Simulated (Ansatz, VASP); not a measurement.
## One calculation of Ga3Se, two programs

```
Ga Se
1.0
     4.22492    0.00000    0.00000
     0.00000    4.22492    0.00000
     0.00000    0.00000    4.22492
Ga Se
3 1
Direct
  0.00000 0.50000 0.50000
  0.50000 0.00000 0.50000
  0.50000 0.50000 0.00000
  0.98817 0.00000 0.00000
```

Change from the starting cell: all Se atoms moved -0.050 Å, as atom 4 along Cartesian [1 0 0].

Alike in both runs: task single point; functional PBEsol; dispersion D3(BJ); k mesh 12 × 12 × 12; occupations gaussian, width 0.15 eV; no spin polarisation.

|  | VASP | Ansatz |
| --- | --- | --- |
| version | VASP 6.6.1 | Ansatz 0.2.0 |
| potentials or method | VASP PAW PBE potentials, release 64 (Ga_d, Se), cutoff 520 eV | scalar-relativistic, plane waves, PAW |
| valence electrons in the cell | 45 | 55 |

VASP gave:

* gap on the k mesh at the Fermi level (eV): none
* pressure (GPa): 0.2
* rms of the force components (eV/Å): 0.034

**Question.** Which values does Ansatz return?

**Answer.** gap on the k mesh at the Fermi level (eV): none; pressure (GPa): 0.1; rms of the force components (eV/Å): 0.034.

VASP's potentials were made for PBE, not for PBEsol. Atom by atom the forces differ by 0.001 eV/Å (rms over components). A gap of «none» marks a metal or a gap that the smearing closes. VASP's potentials hold 45 valence electrons a cell and Ansatz's 55, so a difference there can come from the potentials and not from the codes.
